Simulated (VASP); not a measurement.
# K3Mg4F12 (a cell with a defect) in VASP: notebook

Runs on K3Mg4F12 (a cell with a defect). Level: PBEsol. Tasks: single point.

Everything below comes from runs of VASP 6.6.1. Logs are shortened: lines on timing, memory, paths and dates and some standing lists are left out, and cuts for length are marked.

## (1) The cell of the first run

The cell holds a defect, 19 atoms: a = 6.912 Å, b = 6.912 Å, c = 6.912 Å, α = 109.47°, β = 109.47°, γ = 109.47°.

## (2) Single point, PBEsol

Input file INCAR:

```
PREC = Accurate
ENCUT = 520
EDIFF = 1E-6
ISMEAR = 0
SIGMA = 0.05
LREAL = Auto
LASPH = True
NELM = 80
ALGO = Normal
ISIF = 2
LWAVE = False
LCHARG = True
GGA = PS
LELF = True
LVHAR = True
NBANDS = 74
NELECT = 120.0
```

Input file KPOINTS:

```
Automatic mesh
0
Gamma
  4 4 4
```

Input file POSCAR:

```
K3Mg4F12
1.0
   -3.9908822801      3.9908822801      3.9908822801
    3.9908822801     -3.9908822801      3.9908822801
    3.9908822801      3.9908822801     -3.9908822801
K Mg F
3 4 12
Direct
   -0.1208123834     -0.1208123834      0.4999999649
    0.0018558553      0.5018558202      0.0000000000
    0.5018558202      0.0018558553      0.0000000000
    0.4892532185      0.4892532185     -0.0199935740
    0.0092468275      0.0092468275      0.0199935740
    0.0092468275      0.4892532185      0.4999999649
    0.4892532185      0.0092468275      0.4999999649
    0.4723088449      0.7460682353      0.2262405745
    0.0031221166      0.2537648141      0.2493572674
    0.0198276958      0.7460682353      0.7737593553
    0.5044075116      0.2537648141      0.7506426624
    0.7460682353      0.4723088449      0.2262405745
    0.2537648141      0.0031221166      0.2493572674
    0.2537648141      0.5044075116      0.7506426624
    0.7460682353      0.0198276958      0.7737593553
    0.2403635168      0.7575205901      0.4999999649
    0.7575205901      0.2403635168      0.4999999649
    0.7575205901      0.7575205901      0.0171571084
    0.2403635168      0.2403635168     -0.0171571084
```

Potentials or basis: VASP PAW PBE potentials, release 64 (K_sv, Mg, F).

Launch:

```
cat potpaw_PBE.64/K_sv/POTCAR potpaw_PBE.64/Mg/POTCAR potpaw_PBE.64/F/POTCAR > POTCAR
mpirun -np 1 vasp_std > vasp.out
```

OUTCAR:

```text
PREC = Accurate
   ENCUT = 520
   EDIFF = 1E-6
   ISMEAR = 0
   LREAL = Auto
   LASPH = True
   NELM = 80
   ISIF = 2
   GGA = PS
   NELECT = 120.0

 ion  position               nearest neighbor table
   1  0.879  0.879  0.500-   8 2.43  12 2.43  10 2.43  15 2.43   4 3.11   7 3.11   6 3.11   5 3.11

   2  0.002  0.502  0.000-   8 2.66  10 2.66  15 2.73  12 2.73   9 2.81  11 2.81  16 2.82  19 2.82
                            17 2.82  18 2.82  13 2.83  14 2.83   4 3.45   7 3.45   5 3.45   6 3.45
   3  0.502  0.002  0.000-  12 2.66  15 2.66  10 2.73   8 2.73  13 2.81  14 2.81  17 2.82  19 2.82
                            16 2.82  18 2.82   9 2.83  11 2.83   4 3.45   6 3.45   5 3.45   7 3.45
   4  0.489  0.489  0.980-  11 1.92  14 1.92  19 2.00  18 2.00  12 2.08   8 2.08   1 3.11   2 3.45
                             3 3.45   3 3.47   2 3.47
   5  0.009  0.009  0.020-   9 1.92  13 1.92  18 2.00  19 2.00  10 2.08  15 2.08   1 3.11   2 3.45
                             3 3.45   3 3.47   2 3.47
   6  0.009  0.489  0.500-   9 1.92  14 1.92  17 2.00  16 2.00  10 2.08  12 2.08   1 3.11   3 3.45
                             2 3.45   2 3.47   3 3.47
   7  0.489  0.009  0.500-  13 1.92  11 1.92  16 2.00  17 2.00  15 2.08   8 2.08   1 3.11   2 3.45
                             3 3.45   3 3.47   2 3.47
   8  0.472  0.746  0.226-   4 2.08   7 2.08   1 2.43   2 2.66   3 2.73
   9  0.003  0.254  0.249-   5 1.92   6 1.92   2 2.81   3 2.83
  10  0.020  0.746  0.774-   6 2.08   5 2.08   1 2.43   2 2.66   3 2.73
  11  0.504  0.254  0.751-   7 1.92   4 1.92   2 2.81   3 2.83
  12  0.746  0.472  0.226-   4 2.08   6 2.08   1 2.43   3 2.66   2 2.73
  13  0.254  0.003  0.249-   5 1.92   7 1.92   3 2.81   2 2.83
  14  0.254  0.504  0.751-   6 1.92   4 1.92   3 2.81   2 2.83
  15  0.746  0.020  0.774-   7 2.08   5 2.08   1 2.43   3 2.66   2 2.73
  16  0.240  0.758  0.500-   7 2.00   6 2.00   2 2.82   3 2.82
  17  0.758  0.240  0.500-   6 2.00   7 2.00   3 2.82   2 2.82
  18  0.758  0.758  0.017-   5 2.00   4 2.00   2 2.82   3 2.82
  19  0.240  0.240  0.983-   4 2.00   5 2.00   2 2.82   3 2.82

  LATTYP: Found a body centered cubic cell.
 ALAT       =     7.9817645602

  Lattice vectors:

 A1 = (  -3.9908822801,   3.9908822801,   3.9908822801)
 A2 = (   3.9908822801,  -3.9908822801,   3.9908822801)
 A3 = (   3.9908822801,   3.9908822801,  -3.9908822801)

Analysis of symmetry for initial positions (statically):
=====================================================================
 Subroutine PRICEL returns:
 Original cell was already a primitive cell.

 Routine SETGRP: Setting up the symmetry group for a
 body centered cubic supercell.

 Subroutine GETGRP returns: Found  8 space group operations
 (whereof  2 operations were pure point group operations)
 out of a pool of 48 trial point group operations.

[... 150 lines left out ...]
   NUPDOWN=      -1.0000    fix difference up-down
   EMIN   =  10.00;   EMAX   =-10.00  energy-range for DOS
   EFERMI =   0.00;   METHOD = LEGACY
   ISMEAR =     0;   SIGMA  =   0.05  broadening in eV -4-tet -1-fermi 0-gaus
   EFERMI_NEDOS =   21; number of points for ismear=-14 and -15
   IALGO  =     38    algorithm
   IMIX   =      4    mixing-type and parameters
     AMIX     =   0.40;   BMIX     =  1.00
     AMIX_MAG =   1.60;   BMIX_MAG =  1.00
  volume/ion in A,a.u.               =      13.38        90.30
  Fermi-wavevector in a.u.,A,eV,Ry     =   1.274617  2.408677 22.104681  1.624648
  Thomas-Fermi vector in A             =   2.407375
   LORBIT       =      0    0 simple, 1 ext, 2 COOP (PROOUT), +10 PAW based schemes
   GGA     = PS    functional components
   LHFCALC =     F    Hartree Fock is set to
   AEXX    =    0.0000 exact exchange contribution
   IVDW    =     0    specifies the selected vdW correction
   LEPSILON=     F    determine dielectric tensor
   LRPA    =     F    only Hartree local field effects (RPA)
 non-spin polarized calculation
 Gauss-broadening in eV      SIGMA  =   0.05
  energy-cutoff  :      520.00
  volume of cell :      254.25
 maximum number of plane-waves:      6866
 NGX is ok and might be reduce to    54
   NGX = 25   NGY = 25   NGZ = 25

 number of electron     120.0000001 magnetization

 Free energy of the ion-electron system (eV)
  ---------------------------------------------------
  ext. energy  EPLUGINS =         0.00000000
  ---------------------------------------------------
  free energy    TOTEN  =       -94.78775115 eV

  energy without entropy =      -94.78775115  energy(sigma->0) =      -94.78775115

 E-fermi :  -1.8822     XC(G=0):  -9.4215

 val. band max:       -2.1697116012   @ k =   0.0000   0.0000   0.0000
 cond. band min:       4.7067844930   @ k =   0.0000   0.0000   0.0000
 fundamental gap:      6.8764960942
 Fermi energy:        -1.8821672487

 k-point     1 :       0.0000    0.0000    0.0000
  band No.  band energies     occupation
      1     -27.9879      2.00000
      2     -27.7231      2.00000
      3     -27.6947      2.00000
      4     -22.2372      2.00000
      5     -21.9320      2.00000
      6     -21.9160      2.00000
[... 964 lines left out ...]
     71       9.3733      0.00000
     72       9.5631      0.00000
 [bands above 72 left out]

------------------------ aborting loop because EDIFF is reached ----------------------------------------

  FORCE on cell =-STRESS in cart. coord.  units (eV):
  Direction    XX          YY          ZZ          XY          YZ          ZX
  --------------------------------------------------------------------------------------
  -------------------------------------------------------------------------------------
  Total        7.8189499      7.8189499      3.6666968      0.0000000      0.0000000      0.0000000
  in kB       49.2711010     49.2711010     23.1056847      0.0000000      0.0000000      0.0000000
  external PRESSURE =      40.5492956 kB  Pullay stress =       0.0000000 kB

 VOLUME and BASIS-vectors are now :
 -----------------------------------------------------------------------------
  energy-cutoff  :      520.00
  volume of cell :      254.25
      direct lattice vectors                 reciprocal lattice vectors
    -3.990882280  3.990882280  3.990882280     0.000000000  0.125285580  0.125285580
     3.990882280 -3.990882280  3.990882280     0.125285580  0.000000000  0.125285580
     3.990882280  3.990882280 -3.990882280     0.125285580  0.125285580  0.000000000

 POSITION                                       TOTAL-FORCE (eV/Angst)
 -----------------------------------------------------------------------------------
      1.99544      1.99544      5.02203         0.000000      0.000000      1.483576
      1.99544     -1.99544      2.01025         0.000000     -0.000000     -0.061882
     -1.99544      1.99544      2.01025         0.000000      0.000000     -0.061882
      3.91109      3.91109     -0.00599         0.067108      0.067108     -0.097534
      0.07979      0.07979     -0.00599        -0.067108     -0.067108     -0.097534
      3.91109      0.07979     -0.00599         0.067108     -0.067108     -0.097534
[... 11 lines left out ...]
      0.06847      0.06847      5.97788         0.100036      0.100036     -0.086986
      3.92241      3.92241     -2.00389        -0.100036     -0.100036     -0.086986
 -----------------------------------------------------------------------------------
    total drift:                                0.001410      0.001410      0.039177

  FREE ENERGIE OF THE ION-ELECTRON SYSTEM (eV)
  ---------------------------------------------------
  free  energy   TOTEN  =       -94.7877511494 eV

  energy  without entropy=      -94.7877511494  energy(sigma->0) =      -94.78775115
```

Run time: 4.2 min. Hardware: 1 thread of Intel Xeon 6975P-C (Granite Rapids), shared host; peak memory 0.46 GiB.

Results:

| Property | Result |
| --- | --- |
| Free energy | -94.7878 eV |
| Largest force | 1.484 eV/Å |

Forces on the atoms (eV/Å):
```
K    0.000  0.000  1.484
K    0.000  0.000 -0.062
K    0.000  0.000 -0.062
Mg   0.067  0.067 -0.098
Mg  -0.067 -0.067 -0.098
Mg   0.067 -0.067 -0.098
Mg  -0.067  0.067 -0.098
F    0.000  0.209 -0.112
F    0.000 -0.035 -0.043
F    0.000 -0.209 -0.112
F    0.000  0.035 -0.043
F    0.209  0.000 -0.112
F   -0.035  0.000 -0.043
F    0.035  0.000 -0.043
F   -0.209  0.000 -0.112
F    0.100 -0.100 -0.087
F   -0.100  0.100 -0.087
F    0.100  0.100 -0.087
F   -0.100 -0.100 -0.087
```

Levels at points of the mesh, in eV from the Fermi level:
| k point | band 57 | band 58 | band 59 | band 60 | band 61 | band 62 | band 63 | band 64 |
| --- | --- | --- | --- | --- | --- | --- | --- | --- |
| (0.00, 0.00, 0.00) | -0.63 | -0.38 | -0.30 | -0.29 | 6.59 | 10.31 | 10.34 | 10.44 |
| (0.50, 0.00, 0.00) | -0.61 | -0.59 | -0.53 | -0.42 | 8.22 | 8.39 | 9.97 | 10.05 |
| (0.00, 0.00, 0.50) | -0.59 | -0.52 | -0.49 | -0.49 | 8.09 | 8.56 | 9.88 | 9.95 |
| (0.50, 0.50, 0.50) | -0.72 | -0.32 | -0.30 | -0.30 | 8.79 | 9.40 | 9.63 | 9.63 |

Caveat: the cell carries a net charge on a neutralising background, which shifts energy and pressure; the cell is charged against a uniform background, so pressure and absolute levels hang on convention; the PAW data sets were made with another functional, which shifts forces and pressure a little.

[end of part 1 of 2]
